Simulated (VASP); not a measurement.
# BP (F-43m) in VASP: notebook

Runs on BP. Level: PBE. Tasks: single point, relaxation of cell and atoms.

All numbers are computed with VASP 6.6.1; they aren't measurements. Logs are shortened: lines on timing, memory, paths and dates and some standing lists are left out, and cuts for length are marked.

## Step 1: The cell of the first run

Symmetry: F-43m, No. 216, cubic system. Conventional cell: a = 4.548 Å, b = 4.548 Å, c = 4.548 Å, α = 90.00°, β = 90.00°, γ = 90.00°. Within 2.6 Å of B (site symmetry -43m) lie 4 P at 1.97 Å. P (site symmetry -43m) has 4 B at 1.97 Å within 2.6 Å.

## Step 2: Single point, PBE

The input, INCAR:

```
SYSTEM = BP
  PREC = Accurate
  ENCUT = 500
  EDIFF = 1E-6
  ISMEAR = 0
  SIGMA = 0.01
  LREAL = .FALSE.
  LASPH = .TRUE.
  NELM = 120
  ALGO = Normal
  ISIF = 2
  LWAVE = .FALSE.
  LCHARG = .FALSE.
  GGA = PE
  NBANDS = 11
  GGA_COMPAT = .FALSE.
```

The input, KPOINTS:

```
Automatic mesh
0
G
  8 8 8
  0 0 0
```

The input, POSCAR:

```
BP
1.0
    0.0000000000      2.2742335117      2.2742335117
    2.2742335117      0.0000000000      2.2742335117
    2.2742335117      2.2742335117      0.0000000000
B P
1 1
Direct
    0.0000000000      0.0000000000      0.0000000000
    0.2500000000      0.2500000000      0.2500000000
```

Potentials or basis: VASP PAW PBE potentials, release 64 (B, P).

The run is started by

```
$ cat potpaw_PBE.64/B/POTCAR potpaw_PBE.64/P/POTCAR > POTCAR
$ mpirun -np 1 vasp_std > vasp.out
```

OUTCAR:

```text
SYSTEM = BP
   PREC = Accurate
   ENCUT = 500
   EDIFF = 1E-6
   ISMEAR = 0
   LREAL = .FALSE.
   LASPH = .TRUE.
   NELM = 120
   ISIF = 2
   GGA = PE

 ion  position               nearest neighbor table
   1  0.000  0.000  0.000-   2 1.97   2 1.97   2 1.97   2 1.97
   2  0.250  0.250  0.250-   1 1.97   1 1.97   1 1.97   1 1.97

  LATTYP: Found a face centered cubic cell.
 ALAT       =     4.5484670234

  Lattice vectors:

 A1 = (   0.0000000000,   2.2742335117,   2.2742335117)
 A2 = (   2.2742335117,   0.0000000000,   2.2742335117)
 A3 = (   2.2742335117,   2.2742335117,   0.0000000000)

Analysis of symmetry for initial positions (statically):
=====================================================================
 Subroutine PRICEL returns:
 Original cell was already a primitive cell.

 Routine SETGRP: Setting up the symmetry group for a
 face centered cubic supercell.

 Subroutine GETGRP returns: Found 24 space group operations
 (whereof 24 operations were pure point group operations)
 out of a pool of 48 trial point group operations.

The static configuration has the point symmetry T_d .

Analysis of symmetry for dynamics (positions and initial velocities):
=====================================================================
 Subroutine PRICEL returns:
 Original cell was already a primitive cell.

 Routine SETGRP: Setting up the symmetry group for a
 face centered cubic supercell.

 Subroutine GETGRP returns: Found 24 space group operations
 (whereof 24 operations were pure point group operations)
 out of a pool of 48 trial point group operations.

The dynamic configuration has the point symmetry T_d .

 Subroutine INISYM returns: Found 24 space group operations
 (whereof 24 operations are pure point group operations),
 and found     1 'primitive' translations

----------------------------------------------------------------------------------------

                                     Primitive cell

  volume of cell :      23.5253

  direct lattice vectors                    reciprocal lattice vectors
     0.000000000  2.274233512  2.274233512    -0.219854293  0.219854293  0.219854293
     2.274233512  0.000000000  2.274233512     0.219854293 -0.219854293  0.219854293
     2.274233512  2.274233512  0.000000000     0.219854293  0.219854293 -0.219854293

  length of vectors
     3.216251876  3.216251876  3.216251876     0.380798805  0.380798805  0.380798805

  position of ions in fractional coordinates (direct lattice)
     0.000000000  0.000000000  0.000000000
     0.250000000  0.250000000  0.250000000

  ion indices of the primitive-cell ions
   primitive index   ion index
                 1           1
                 2           2

----------------------------------------------------------------------------------------

 KPOINTS: Automatic mesh

Automatic generation of k-mesh.
 Grid dimensions read from file:
 generate k-points for:    8    8    8

 Generating k-lattice:

  Cartesian coordinates                     Fractional coordinates (reciprocal lattice)
    -0.027481787  0.027481787  0.027481787     0.125000000  0.000000000  0.000000000
     0.027481787 -0.027481787  0.027481787     0.000000000  0.125000000  0.000000000
     0.027481787  0.027481787 -0.027481787     0.000000000  0.000000000  0.125000000

  Length of vectors
     0.047599851  0.047599851  0.047599851

  Shift w.r.t. Gamma in fractional coordinates (k-lattice)
     0.000000000  0.000000000  0.000000000

 Subroutine IBZKPT returns following result:
 ===========================================

 Found     29 irreducible k-points:

 Following reciprocal coordinates:
            Coordinates               Weight
  0.000000  0.000000  0.000000      1.000000
  0.125000  0.000000  0.000000      8.000000
  0.250000  0.000000  0.000000      8.000000
  0.375000  0.000000  0.000000      8.000000
  0.500000  0.000000  0.000000      4.000000
  0.125000  0.125000  0.000000      6.000000
[... 16 lines left out ...]
  0.500000  0.250000  0.125000     48.000000
 -0.375000  0.250000  0.125000     24.000000
 [... further k-points ...]
   k-points           NKPTS =     29   k-points in BZ     NKDIM =     29   number of bands    NBANDS=     11
   number of dos      NEDOS =    301   number of ions     NIONS =      2
   total plane-waves  NPLWV =  13824
   dimension x,y,z NGX =    24 NGY =   24 NGZ =   24
   dimension x,y,z NGXF=    48 NGYF=   48 NGZF=   48
   ions per type =               1   1
   NGX,Y,Z   is equivalent  to a cutoff of  12.41, 12.41, 12.41 a.u.
   NGXF,Y,Z  is equivalent  to a cutoff of  24.81, 24.81, 24.81 a.u.
 SYSTEM =  BP
   PREC   = accura    normal or accurate (medium, high low for compatibility)
   ISTART =      0    job   : 0-new  1-cont  2-samecut
   ICHARG =      2    charge: 1-file 2-atom 10-const
   ISPIN  =      1    spin polarized calculation?
   LNONCOLLINEAR =      F non collinear calculations
   LSORBIT =      F    spin-orbit coupling
   LASPH  =      T    aspherical Exc in radial PAW
   ENCUT  =  500.0 eV  36.75 Ry    6.06 a.u.   5.86  5.86  5.86*2*pi/ulx,y,z
   NELM   =    120;   NELMIN=  2; NELMDL= -5     # of ELM steps
   EDIFF  = 0.1E-05   stopping-criterion for ELM
   LREAL  =      F    real-space projection
   EDIFFG = 0.1E-04   stopping-criterion for IOM
   NSW    =      0    number of steps for IOM
   IBRION =     -1    ionic relax: 0-MD 1-quasi-New 2-CG
   NFREE  =      0    steps in history (QN), initial steepest desc. (CG)
   ISIF   =      2    stress and relaxation
   ISYM   =      2    0-nonsym 1-usesym 2-fastsym
   POTIM  = 0.5000    time-step for ionic-motion
   TEBEG  =    0.0;   TEEND  =   0.0 temperature during run
   PSTRESS=    0.0 pullay stress
   NELECT =       8.0000    total number of electrons
   NUPDOWN=      -1.0000    fix difference up-down
   EMIN   =  10.00;   EMAX   =-10.00  energy-range for DOS
   EFERMI =   0.00;   METHOD = LEGACY
   ISMEAR =     0;   SIGMA  =   0.01  broadening in eV -4-tet -1-fermi 0-gaus
   EFERMI_NEDOS =   21; number of points for ismear=-14 and -15
   IALGO  =     38    algorithm
   IMIX   =      4    mixing-type and parameters
     AMIX     =   0.40;   BMIX     =  1.00
     AMIX_MAG =   1.60;   BMIX_MAG =  1.00
  volume/ion in A,a.u.               =      11.76        79.38
  Fermi-wavevector in a.u.,A,eV,Ry     =   1.142685  2.159361 17.765515  1.305728
  Thomas-Fermi vector in A             =   2.279382
   LORBIT       =      0    0 simple, 1 ext, 2 COOP (PROOUT), +10 PAW based schemes
   GGA     = PE    functional components
   LHFCALC =     F    Hartree Fock is set to
   AEXX    =    0.0000 exact exchange contribution
   IVDW    =     0    specifies the selected vdW correction
   LEPSILON=     F    determine dielectric tensor
   LRPA    =     F    only Hartree local field effects (RPA)
 non-spin polarized calculation
 Gauss-broadening in eV      SIGMA  =   0.01
  energy-cutoff  :      500.00
  volume of cell :       23.53
 maximum number of plane-waves:       610
   NGX = 11   NGY = 11   NGZ = 11

 number of electron       8.0000000 magnetization

 Free energy of the ion-electron system (eV)
  ---------------------------------------------------
  ext. energy  EPLUGINS =         0.00000000
  ---------------------------------------------------
  free energy    TOTEN  =       -12.92869579 eV

  energy without entropy =      -12.92869579  energy(sigma->0) =      -12.92869579

 E-fermi :   7.3971     XC(G=0): -10.8771

 val. band max:        7.3520988140   @ k =   0.0000   0.0000   0.0000
 cond. band min:       8.6297124229   @ k =   0.3750   0.3750   0.0000
 fundamental gap:      1.2776136089
 Fermi energy:         7.3971275579

 k-point     1 :       0.0000    0.0000    0.0000
  band No.  band energies     occupation
      1      -8.0470      2.00000
      2       7.3521      2.00000
      3       7.3521      2.00000
      4       7.3521      2.00000
      5      10.7424      0.00000
      6      10.7424      0.00000
      7      10.7424      0.00000
      8      14.6214      0.00000
      9      18.8184      0.00000
     10      19.4607      0.00000
     11      19.4607      0.00000

 k-point     2 :       0.1250    0.0000    0.0000
  band No.  band energies     occupation
      1      -7.7676      2.00000
      2       5.5046      2.00000
      3       6.9265      2.00000
      4       6.9265      2.00000
      5      11.2668      0.00000
      6      11.3310      0.00000
      7      11.3310      0.00000
      8      15.4200      0.00000
      9      18.5593      0.00000
     10      18.5593      0.00000
     11      19.6476      0.00000

 k-point     3 :       0.2500    0.0000    0.0000
  band No.  band energies     occupation
      1      -6.9481      2.00000
      2       2.5268      2.00000
      3       6.2409      2.00000
      4       6.2409      2.00000
      5      11.3205      0.00000
      6      12.1007      0.00000
      7      12.1007      0.00000
      8      16.8975      0.00000
      9      18.3002      0.00000
     10      18.3002      0.00000
     11      20.3408      0.00000

 k-point     4 :       0.3750    0.0000    0.0000
  band No.  band energies     occupation
      1      -5.6957      2.00000
      2      -0.1826      2.00000
      3       5.7657      2.00000
      4       5.7657      2.00000
      5      11.1627      0.00000
      6      12.1640      0.00000
      7      12.1640      0.00000
      8      17.4839      0.00000
      9      19.9447      0.00000
     10      19.9447      0.00000
     11      21.1076      0.00000
[... 239 lines left out ...]
 k-point    22 :       0.3750    0.2500    0.1250
  band No.  band energies     occupation
      1      -6.2292      2.00000
      2       2.4317      2.00000
      3       3.5818      2.00000
      4       5.3844      2.00000
      5      10.8063      0.00000
      6      13.3378      0.00000
      7      13.5393      0.00000
      8      14.8399      0.00000
      9      18.9004      0.00000
     10      21.1969      0.00000
     11      22.8827      0.00000

 k-point    23 :       0.5000    0.2500    0.1250
  band No.  band energies     occupation
      1      -5.0079      2.00000
      2       0.2819      2.00000
      3       2.9283      2.00000
      4       4.6218      2.00000
      5      11.4535      0.00000
      6      12.8034      0.00000
      7      14.6451      0.00000
      8      15.6559      0.00000
      9      19.7221      0.00000
     10      20.7124      0.00000
     11      24.3555      0.00000

 k-point    24 :      -0.3750    0.2500    0.1250
  band No.  band energies     occupation
      1      -4.0956      2.00000
      2      -1.0532      2.00000
      3       2.8469      2.00000
      4       4.2567      2.00000
      5      11.5432      0.00000
      6      12.5269      0.00000
      7      15.6168      0.00000
      8      17.0983      0.00000
      9      17.7763      0.00000
     10      21.7254      0.00000
     11      24.1498      0.00000

 [... further k-points ...]

------------------------ aborting loop because EDIFF is reached ----------------------------------------

  FORCE on cell =-STRESS in cart. coord.  units (eV):
  Direction    XX          YY          ZZ          XY          YZ          ZX
  --------------------------------------------------------------------------------------
  -------------------------------------------------------------------------------------
  Total       -0.0303641     -0.0303641     -0.0303641     -0.0000000      0.0000000     -0.0000000
  in kB       -2.0679323     -2.0679323     -2.0679323     -0.0000000      0.0000000     -0.0000000
  external PRESSURE =      -2.0679323 kB  Pullay stress =       0.0000000 kB

 VOLUME and BASIS-vectors are now :
 -----------------------------------------------------------------------------
  energy-cutoff  :      500.00
  volume of cell :       23.53
      direct lattice vectors                 reciprocal lattice vectors
     0.000000000  2.274233512  2.274233512    -0.219854293  0.219854293  0.219854293
     2.274233512  0.000000000  2.274233512     0.219854293 -0.219854293  0.219854293
     2.274233512  2.274233512  0.000000000     0.219854293  0.219854293 -0.219854293

 POSITION                                       TOTAL-FORCE (eV/Angst)
 -----------------------------------------------------------------------------------
      0.00000      0.00000      0.00000         0.000000      0.000000      0.000000
      1.13712      1.13712      1.13712        -0.000000     -0.000000     -0.000000
 -----------------------------------------------------------------------------------
    total drift:                                0.000000      0.000000      0.000000

  FREE ENERGIE OF THE ION-ELECTRON SYSTEM (eV)
  ---------------------------------------------------
  free  energy   TOTEN  =       -12.9286957944 eV

  energy  without entropy=      -12.9286957944  energy(sigma->0) =      -12.92869579
```

Wall time 3.4 s (1 thread of Intel Xeon 6975P-C (Granite Rapids), shared host); peak memory 0.13 GiB.

What came out:

* Free energy: -12.9287 eV
* Pressure: -0.2 GPa
* Band gap on the k mesh: 1.28 eV (least direct gap 3.39 eV)

A k mesh can miss the band edges.

## Step 3: Relaxation of cell and atoms, PBE

This run uses another cell than the first one, of 11.70 Å³/atom.

The input, INCAR:

```
SYSTEM = BP
ALGO     = Normal         ! electronic algorithm
EDIFF    = 1E-7           ! SCF threshold, eV
EDIFFG   = -0.002         ! ionic threshold
ENCUT    = 500            ! plane-wave cutoff, eV
GGA      = PE             ! functional
GGA_COMPAT= .False.      
IBRION   = 2              ! ionic algorithm
ISIF     = 3              ! what is computed and relaxed
ISMEAR   = 0              ! smearing method
LASPH    = .True.         ! aspherical terms in the spheres
LCHARG   = .False.        ! write CHGCAR
LREAL    = .False.        ! projectors in reciprocal space
LWAVE    = .False.        ! write WAVECAR
NELM     = 120            ! most SCF steps
NELMIN   = 4            
NSW      = 80             ! ionic steps
PREC     = Accurate       ! precision mode
SIGMA    = 0.01           ! smearing width, eV
```

The input, KPOINTS:

```
k-points
0
Gamma
  8 8 8
  0 0 0
```

The input, POSCAR:

```
BP
1.0
    0.0000000000      2.2700000000      2.2700000000
    2.2700000000      0.0000000000      2.2700000000
    2.2700000000      2.2700000000      0.0000000000
B P
1 1
Direct
    0.0000000000      0.0000000000      0.0000000000
    0.2500000000      0.2500000000      0.2500000000
```

Potentials or basis: VASP PAW PBE potentials, release 64 (B, P).

The run is started by

```
$ cat potpaw_PBE.64/B/POTCAR potpaw_PBE.64/P/POTCAR > POTCAR
$ mpirun -np 1 vasp_std > vasp.out
```

Wall time 5.7 s (1 thread of Intel Xeon 6975P-C (Granite Rapids), shared host); peak memory 0.13 GiB.

The run converged. Its results:

```
Free energy                           : -12.9287 eV
Relaxed volume                        : 11.75 Å³/atom
Relaxed cell                          : a = 3.215 Å, b = 3.215 Å, c = 3.215 Å, α = 60.00°, β = 60.00°, γ = 60.00°
Space group after relaxing (to 0.1 Å) : F-43m (No. 216)
Energy gained by relaxing             : 0.1 meV/atom
Ionic steps                           : 3
Pressure after relaxing               : 0.0 GPa
Band gap on the k mesh                : 1.28 eV (least direct gap 3.39 eV)
```

The path:
| step | energy change (eV) | largest force (eV/Å) | pressure (GPa) | volume (Å³) |
| --- | --- | --- | --- | --- |
| 1 | 0.0000 | 0.0000 | 0.70 | 23.39 |
| 2 | -0.0001 | 0.0000 | -0.50 | 23.57 |
| 3 | -0.0002 | 0.0000 | 0.01 | 23.49 |

Final structure:
```cif
data_structure
_symmetry_space_group_name_H-M 'P 1'
_symmetry_Int_Tables_number 1
_cell_length_a 3.2148
_cell_length_b 3.2148
_cell_length_c 3.2148
_cell_angle_alpha 60.000
_cell_angle_beta 60.000
_cell_angle_gamma 60.000
_cell_volume 23.49
loop_
_atom_site_label
_atom_site_type_symbol
_atom_site_fract_x
_atom_site_fract_y
_atom_site_fract_z
_atom_site_occupancy
B1 B 0.00000 0.00000 0.00000 1
P1 P 0.25000 0.25000 0.25000 1
```

Levels at points of the mesh, in eV from the valence-band top:
| k point | band 2 | band 3 | band 4 | band 5 | band 6 | band 7 |
| --- | --- | --- | --- | --- | --- | --- |
| (0.00, 0.00, 0.00) | 0.00 | 0.00 | 0.00 | 3.39 | 3.39 | 3.39 |
| (0.50, 0.00, 0.00) | -8.99 | -1.75 | -1.75 | 3.75 | 4.71 | 4.71 |
| (0.50, 0.50, 0.00) | -8.55 | -4.09 | -4.09 | 1.34 | 1.66 | 12.07 |
